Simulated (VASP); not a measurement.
Wanted: the native input for a VASP 6.6.1 run.

* Task: relaxation of cell and atoms
* Functional: PBE
* Potentials or basis: VASP PAW PBE potentials, release 64 (Li_sv, F)
* Cutoff: 600 eV
* k mesh: 12 × 12 × 2
* Occupations: gaussian, width 0.1 eV
* Spin: collinear spin
* Starting moments: [0.0, 1.0, 1.0, 1.0] μB
* Dipole correction: no
* Further INCAR settings: ALGO = Normal; EDIFF = 1e-07; IBRION = 2; EDIFFG = -0.04; NSW = 90; ISIF = 3

The structure of LiF3 lies in POSCAR:

```
LiF3
1.0
    2.4434548300      0.0000000000      0.0000000000
   -1.2217274100      2.1160939500      0.0000000000
    0.0000000000      0.0000000000      8.0107147400
Li F
1 3
Direct
    0.6666666700      0.3333333300      0.0000000000
    0.6666666700      0.3333333300      0.5000000000
    0.3333333300      0.6666666700      0.2540725200
    0.3333333300      0.6666666700      0.7459274800
```

The cell was built from a structure type or drawn by symmetry, and may not be a known phase.

One way to write it, as run:

INCAR

```
SYSTEM = LiF3
PREC = Accurate
ENCUT = 600
EDIFF = 1E-7
ISMEAR = 0
SIGMA = 0.1
LREAL = .False.
LASPH = .True.
NELM = 150
ALGO = Normal
ISIF = 3
LWAVE = .False.
LCHARG = .False.
ISPIN = 2
MAGMOM = 0 1 1 1
LORBIT = 11
GGA = PE
IBRION = 2
NSW = 90
EDIFFG = -0.04
```

KPOINTS

```
regular mesh
0
Gamma
  12 12 2
  0 0 0
```

Potentials or basis: VASP PAW PBE potentials, release 64 (Li_sv, F).

Run with:

```console
$ cat potpaw_PBE.64/Li_sv/POTCAR potpaw_PBE.64/F/POTCAR > POTCAR
$ mpirun -np 1 vasp_std > vasp.out
```

It gave:

- Relaxed volume: 10.56 Å³/atom
- Relaxed cell: a = 2.917 Å, b = 2.917 Å, c = 5.730 Å, α = 90.00°, β = 90.00°, γ = 120.00°
- Space group after relaxing (to 0.1 Å): P-6m2 (No. 187)
- Energy gained by relaxing: 853.8 meV/atom
- Ionic steps: 15
- Pressure after relaxing: 0.0 GPa
- Largest force after relaxing: 0.003 eV/Å
- Net moment: 0.66 μB per cell
- Site moments: Li +0.00; F +0.65, -0.03 (each value once) μB
- Valence electrons inside the program's atomic spheres: Li 2.07; F 5.80, 5.97 (each value once)

Caveat: the k points lie up to 0.55 Å⁻¹ apart in the final cell; the cutoff is under 1.25 times the usual one of these potentials, so pressure, stress and relaxed cells hold a basis-set (Pulay) error; a cell axis changed by over 15 % at a fixed basis, so the end point is rough.

Wall time 23 min on 1 thread of Intel(R) Xeon(R) Platinum 8559C (Emerald Rapids), on a shared host, peak memory 0.23 GiB.
